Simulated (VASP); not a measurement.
# TiO2 (P4_2/mnm) in VASP: notebook, part 2 of 2

VASP 6.6.1. Earlier steps stand in the parts before.

### Step 3. Single point, r2SCAN

This run uses another cell than the first one, of 9.81 Å³/atom.

File POSCAR:

```
TiO2
1.0
    4.5059367448      0.0000000000      0.0000000000
    0.0000000000      4.5059367448      0.0000000000
    0.0000000000      0.0000000000      2.8988044961
Ti O
2 4
Direct
    0.0000000000      0.0000000000      0.5000000000
    0.5000000000      0.5000000000      0.0000000000
    0.3043213200      0.3043213200      0.5000000000
    0.1956786800      0.8043213200      0.0000000000
    0.8043213200      0.1956786800      0.0000000000
    0.6956786800      0.6956786800      0.5000000000
```

File INCAR.step1:

```
SYSTEM = TiO2
PREC = Accurate
ENCUT = 520
ISMEAR = -1
SIGMA = 0.05
LREAL = .False.
LASPH = .True.
NELM = 60
NBANDS = 33
GGA = PE
ALGO = Normal
EDIFF = 1E-4
LWAVE = .True.
LCHARG = .False.
```

File INCAR.step2:

```
SYSTEM = TiO2
PREC = Accurate
ENCUT = 520
EDIFF = 1E-7
ISMEAR = -1
SIGMA = 0.05
LREAL = .False.
LASPH = .True.
NELM = 60
ALGO = Normal
ISIF = 2
LWAVE = .False.
LCHARG = .True.
METAGGA = R2SCAN
LMIXTAU = .True.
LELF = .True.
LVHAR = .True.
NBANDS = 33
ISTART = 1
```

File KPOINTS:

```
regular mesh
0
Gamma
  6 6 9
  0 0 0
```

Potentials or basis: VASP PAW PBE potentials, release 64 (Ti_sv, O).

Run with:

```console
$ cat potpaw_PBE.64/Ti_sv/POTCAR potpaw_PBE.64/O/POTCAR > POTCAR
$ cp INCAR.step1 INCAR
$ mpirun -np 1 vasp_std > vasp.out
$ cp INCAR.step2 INCAR
$ mpirun -np 1 vasp_std > vasp.out
```

OUTCAR:

```text
SYSTEM = TiO2
   PREC = Accurate
   ENCUT = 520
   EDIFF = 1E-7
   ISMEAR = -1
   LREAL = .False.
   LASPH = .True.
   NELM = 60
   ISIF = 2
   METAGGA = R2SCAN
   ISTART = 1

 ion  position               nearest neighbor table
   1  0.000  0.000  0.500-   4 1.91   5 1.91   4 1.91   5 1.91   3 1.94   6 1.94
   2  0.500  0.500  0.000-   3 1.91   6 1.91   3 1.91   6 1.91   5 1.94   4 1.94
   3  0.304  0.304  0.500-   2 1.91   2 1.91   1 1.94
   4  0.196  0.804  0.000-   1 1.91   1 1.91   2 1.94
   5  0.804  0.196  0.000-   1 1.91   1 1.91   2 1.94
   6  0.696  0.696  0.500-   2 1.91   2 1.91   1 1.94

  LATTYP: Found a simple tetragonal cell.
 ALAT       =     4.5059367448
 C/A-ratio  =     0.6433300466

  Lattice vectors:

 A1 = (   4.5059367448,   0.0000000000,   0.0000000000)
 A2 = (   0.0000000000,   4.5059367448,   0.0000000000)
 A3 = (   0.0000000000,   0.0000000000,   2.8988044961)

Analysis of symmetry for initial positions (statically):
=====================================================================
 Subroutine PRICEL returns:
 Original cell was already a primitive cell.

 Routine SETGRP: Setting up the symmetry group for a
 simple tetragonal supercell.

 Subroutine GETGRP returns: Found 16 space group operations
 (whereof  8 operations were pure point group operations)
 out of a pool of 16 trial point group operations.

The static configuration has the point symmetry D_2h.
 The point group associated with its full space group is D_4h.

Analysis of symmetry for dynamics (positions and initial velocities):
=====================================================================
 Subroutine PRICEL returns:
 Original cell was already a primitive cell.

 Routine SETGRP: Setting up the symmetry group for a
 simple tetragonal supercell.

 Subroutine GETGRP returns: Found 16 space group operations
 (whereof  8 operations were pure point group operations)
 out of a pool of 16 trial point group operations.

[... 131 lines left out ...]
  Fermi-wavevector in a.u.,A,eV,Ry     =   1.529533  2.890398 31.830441  2.339471
  Thomas-Fermi vector in A             =   2.637141
   LORBIT       =      0    0 simple, 1 ext, 2 COOP (PROOUT), +10 PAW based schemes
   METAGGA = R2SCAN    functional components
   LHFCALC =     F    Hartree Fock is set to
   AEXX    =    0.0000 exact exchange contribution
   IVDW    =     0    specifies the selected vdW correction
   LEPSILON=     F    determine dielectric tensor
   LRPA    =     F    only Hartree local field effects (RPA)
 non-spin polarized calculation
  energy-cutoff  :      520.00
  volume of cell :       58.86
 maximum number of plane-waves:      1612
 NGX is ok and might be reduce to    36
   NGX = 17   NGY = 17   NGZ = 11

 number of electron      47.9999993 magnetization

 Free energy of the ion-electron system (eV)
  ---------------------------------------------------
  ext. energy  EPLUGINS =         0.00000000
  ---------------------------------------------------
  free energy    TOTEN  =       -69.58458704 eV

  energy without entropy =      -69.58458704  energy(sigma->0) =      -69.58458704

 E-fermi :   6.3017     XC(G=0): -12.4988

 val. band max:        5.1728927495   @ k =   0.0000   0.0000   0.0000
 cond. band min:       7.5464181344   @ k =   0.0000   0.0000   0.0000
 fundamental gap:      2.3735253849
 Fermi energy:         6.3017085496

 k-point     1 :       0.0000    0.0000    0.0000
  band No.  band energies     occupation
      1     -53.7477      2.00000
      2     -53.7230      2.00000
      3     -29.0873      2.00000
      4     -29.0873      2.00000
      5     -28.8572      2.00000
      6     -28.8572      2.00000
[... 853 lines left out ...]
     32      11.2333      0.00000
     33      12.6735      0.00000

 [... further k-points ...]

------------------------ aborting loop because EDIFF is reached ----------------------------------------

  FORCE on cell =-STRESS in cart. coord.  units (eV):
  Direction    XX          YY          ZZ          XY          YZ          ZX
  --------------------------------------------------------------------------------------
  -------------------------------------------------------------------------------------
  Total        6.0672888      6.0672888      7.7645756      0.0000000      0.0000000      0.0000000
  in kB      165.1642840    165.1642840    211.3679811      0.0000000      0.0000000      0.0000000
  external PRESSURE =     180.5655164 kB  Pullay stress =       0.0000000 kB

 VOLUME and BASIS-vectors are now :
 -----------------------------------------------------------------------------
  energy-cutoff  :      520.00
  volume of cell :       58.86
      direct lattice vectors                 reciprocal lattice vectors
     4.505936745  0.000000000  0.000000000     0.221929436  0.000000000  0.000000000
     0.000000000  4.505936745  0.000000000     0.000000000  0.221929436  0.000000000
     0.000000000  0.000000000  2.898804496     0.000000000  0.000000000  0.344969797

 POSITION                                       TOTAL-FORCE (eV/Angst)
 -----------------------------------------------------------------------------------
      0.00000      0.00000      1.44940         0.000000     -0.000000      0.000000
      2.25297      2.25297      0.00000         0.000000     -0.000000      0.000000
      1.37125      1.37125      1.44940        -0.213833     -0.213833     -0.000000
      0.88172      3.62422      0.00000         0.213833     -0.213833      0.000000
      3.62422      0.88172      0.00000        -0.213833      0.213833      0.000000
      3.13468      3.13468      1.44940         0.213833      0.213833      0.000000
 -----------------------------------------------------------------------------------
    total drift:                                0.000000      0.000000      0.000000

  FREE ENERGIE OF THE ION-ELECTRON SYSTEM (eV)
  ---------------------------------------------------
  free  energy   TOTEN  =       -69.5845870412 eV

  energy  without entropy=      -69.5845870412  energy(sigma->0) =      -69.58458704
```

OUTCAR.step1:

```text
SYSTEM = TiO2
   PREC = Accurate
   ENCUT = 520
   ISMEAR = -1
   LREAL = .False.
   LASPH = .True.
   NELM = 60
[... 1102 lines left out ...]
      0.88172      3.62422      0.00000         0.238683     -0.238683     -0.000000
      3.62422      0.88172      0.00000        -0.238683      0.238683     -0.000000
      3.13468      3.13468      1.44940         0.238683      0.238683     -0.000000
 -----------------------------------------------------------------------------------
    total drift:                                0.000000      0.000000      0.000000

  FREE ENERGIE OF THE ION-ELECTRON SYSTEM (eV)
  ---------------------------------------------------
  free  energy   TOTEN  =       -53.3366076302 eV

  energy  without entropy=      -53.3366076301  energy(sigma->0) =      -53.33660763
```

OSZICAR.step1:

```text
N       E                     dE             d eps       ncg     rms          rms(c)
DAV:   1     0.669612929936E+03    0.66961E+03   -0.24577E+04  3300   0.175E+03
DAV:   2     0.333964705987E+02   -0.63622E+03   -0.58860E+03  3540   0.525E+02
DAV:   3    -0.640311411000E+02   -0.97428E+02   -0.95526E+02  4445   0.194E+02
DAV:   4    -0.700458944385E+02   -0.60148E+01   -0.60016E+01  4829   0.452E+01
DAV:   5    -0.702924956511E+02   -0.24660E+00   -0.24657E+00  4353   0.760E+00    0.338E+01
DAV:   6    -0.533512614512E+02    0.16941E+02   -0.70304E+01  4332   0.910E+01    0.103E+01
DAV:   7    -0.534823791089E+02   -0.13112E+00   -0.11874E+01  4115   0.306E+01    0.997E+00
DAV:   8    -0.533485634981E+02    0.13382E+00   -0.49149E-01  4225   0.642E+00    0.666E+00
DAV:   9    -0.533943579424E+02   -0.45794E-01   -0.66745E-01  4284   0.924E+00    0.245E+00
DAV:  10    -0.533438024093E+02    0.50556E-01   -0.24307E-01  4156   0.573E+00    0.847E-01
DAV:  11    -0.533367708850E+02    0.70315E-02   -0.22129E-02  4500   0.104E+00    0.205E-01
DAV:  12    -0.533367552267E+02    0.15658E-04   -0.17052E-03  3865   0.336E-01    0.103E-01
DAV:  13    -0.533366222135E+02    0.13301E-03   -0.60835E-04  3962   0.336E-01    0.382E-02
DAV:  14    -0.533366076302E+02    0.14583E-04   -0.41665E-05  2098   0.826E-02
   1 F= -.53336608E+02 E0= -.53336608E+02  d E =-.113079E-09
```

It took 11 min on 1 thread of Intel Xeon 8259CL, shared host; peak memory 0.23 GiB.

What came out:

| Quantity | Value |
| --- | --- |
| Free energy | -69.5846 eV |
| Pressure | 18.1 GPa |
| Largest force | 0.302 eV/Å |
| Band gap on the k mesh | 2.37 eV |

Forces on the atoms (eV/Å):
```
Ti   0.000  0.000  0.000
Ti   0.000  0.000  0.000
O   -0.214 -0.214  0.000
O    0.214 -0.214  0.000
O   -0.214  0.214  0.000
O    0.214  0.214  0.000
```

Stress tensor (GPa, compression positive):
```
16.52  0.00  0.00
 0.00 16.52  0.00
 0.00  0.00 21.14
```

Caveat: the cell stands under pressure; the PAW data sets were made with another functional, which shifts forces and pressure a little; an odd mesh through Γ misses points on the zone boundary, where band edges can lie.
